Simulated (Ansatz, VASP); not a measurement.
This is a calculation of Ga3Se for Ansatz 0.2.0.

input.yaml

```yaml
crystal:
  lattice:
    - [4.4027160164, 0.0, 0.0]
    - [0.0, 4.4027160164, 0.0]
    - [0.0, 0.0, 4.4027160164]
  atoms:
    - { symbol: Se, position: [0.0, 0.0, 0.0] }
    - { symbol: Ga, position: [0.5, 0.5, 0.0] }
    - { symbol: Ga, position: [0.5, 0.0, 0.5] }
    - { symbol: Ga, position: [0.0, 0.5, 0.5] }
hamiltonian:
  xc: r2scan
  pseudopotentials: { kind: paw }
kpoints:
  mp_grid: { grid: [6, 6, 6] }
scf:
  occupations: { method: fermi_dirac, width: 0.05 }
output:
  forces: true
  stress: true
  eigenvalues: true
```

Potentials or basis: Ansatz PAW.

Launch:

```console
$ ansatz run input.yaml --threads 2 --pin off --max-ram 5632MiB --backend cpu --events-out ev --progress --plain --runs-dir out
```

Question: Translate it to VASP 6.6.1. Potentials there: VASP PAW PBE potentials, release 64 (Se, Ga_d).

Answer: As run (the cutoff follows the program's own potentials):

The input POSCAR:

```
Ga3Se
1.0
    4.4027160164      0.0000000000      0.0000000000
    0.0000000000      4.4027160164      0.0000000000
    0.0000000000      0.0000000000      4.4027160164
Se Ga
1 3
Direct
    0.0000000000      0.0000000000      0.0000000000
    0.5000000000      0.5000000000      0.0000000000
    0.5000000000      0.0000000000      0.5000000000
    0.0000000000      0.5000000000      0.5000000000
```

File INCAR.step1:

```
SYSTEM = Ga3Se
PREC     = Accurate       ! precision mode
ENCUT    = 520            ! plane-wave cutoff, eV
ISMEAR   = -1             ! smearing method
SIGMA    = 0.05           ! smearing width, eV
LREAL    = .FALSE.        ! projectors in reciprocal space
LASPH    = .TRUE.         ! aspherical terms in the spheres
NELM     = 80             ! most SCF steps
NBANDS   = 30             ! bands
GGA      = PE             ! functional
ALGO     = Normal         ! electronic algorithm
EDIFF    = 1E-4           ! SCF threshold, eV
LWAVE    = .TRUE.         ! write WAVECAR
LCHARG   = .FALSE.        ! write CHGCAR
```

Contents of INCAR.step2:

```
SYSTEM = Ga3Se
PREC     = Accurate       ! precision mode
ENCUT    = 520            ! plane-wave cutoff, eV
EDIFF    = 1E-7           ! SCF threshold, eV
ISMEAR   = -1             ! smearing method
SIGMA    = 0.05           ! smearing width, eV
LREAL    = .FALSE.        ! projectors in reciprocal space
LASPH    = .TRUE.         ! aspherical terms in the spheres
NELM     = 80             ! most SCF steps
ALGO     = Normal         ! electronic algorithm
ISIF     = 2              ! what is computed and relaxed
LWAVE    = .FALSE.        ! write WAVECAR
LCHARG   = .FALSE.        ! write CHGCAR
METAGGA  = R2SCAN         ! meta-GGA
LMIXTAU  = .TRUE.       
NBANDS   = 30             ! bands
ISTART   = 1
```

File KPOINTS:

```
Automatic mesh
0
G
  6 6 6
  0 0 0
```

Potentials or basis: VASP PAW PBE potentials, release 64 (Se, Ga_d).

The run is started by

```bash
$ cat potpaw_PBE.64/Se/POTCAR potpaw_PBE.64/Ga_d/POTCAR > POTCAR
$ cp INCAR.step1 INCAR
$ mpirun -np 1 vasp_std > vasp.out
$ cp INCAR.step2 INCAR
$ mpirun -np 1 vasp_std > vasp.out
```

Both were run:

|  | VASP | Ansatz | Ansatz less VASP |
| --- | --- | --- | --- |
| gap on the k mesh at the Fermi level (eV) | none | none | - |
| pressure (GPa) | -0.9 | -1.0 | -0.03 |

VASP's potentials were made for PBE, not for r2SCAN. A gap of «none» marks a metal or a gap that the smearing closes. With one functional, cell and mesh, what is left measures potentials, basis and numerics. VASP's potentials hold 45 valence electrons a cell and Ansatz's 55, so a difference there can come from the potentials and not from the codes.
